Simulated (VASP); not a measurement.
AlAs, 2 atoms in the cell. The structure is cubic, space group F-43m (No. 216). The conventional cell has a = 5.629 Å, b = 5.629 Å, c = 5.629 Å, α = 90.00°, β = 90.00°, γ = 90.00°. Al (site symmetry -43m) has 4 As at 2.44 Å within 3.2 Å. Within 3.2 Å of As (site symmetry -43m) lie 4 Al at 2.44 Å. 

* Program: VASP 6.6.1
* Task: vibrations by perturbation theory
* Functional: LDA
* Potentials or basis: VASP PAW LDA potentials, release 64 (Al, As)
* Cutoff: 500 eV
* k mesh: 8 × 8 × 8
* Occupations: gaussian, width 0.01 eV
* Spin: no spin polarisation
* Dipole correction: no
* Further INCAR settings: ALGO = Normal; EDIFF = 1e-08; NBANDS = 11; IBRION = 8; NSW = 1

Potentials or basis: VASP PAW LDA potentials, release 64 (Al, As).

The run is started by

```console
$ cat potpaw_LDA.64/Al/POTCAR potpaw_LDA.64/As/POTCAR > POTCAR
$ mpirun -np 1 vasp_std > vasp.out
```

Hardware: 1 thread of Intel(R) Xeon(R) 6975P-C (Granite Rapids), on a shared host.

Q: Estimate the wall time of this run.

A: Run time: 2.9 min on 1 thread of Intel(R) Xeon(R) 6975P-C (Granite Rapids) (shared host), peak memory 0.24 GiB. Counts: scf iterations 122, k points 29.
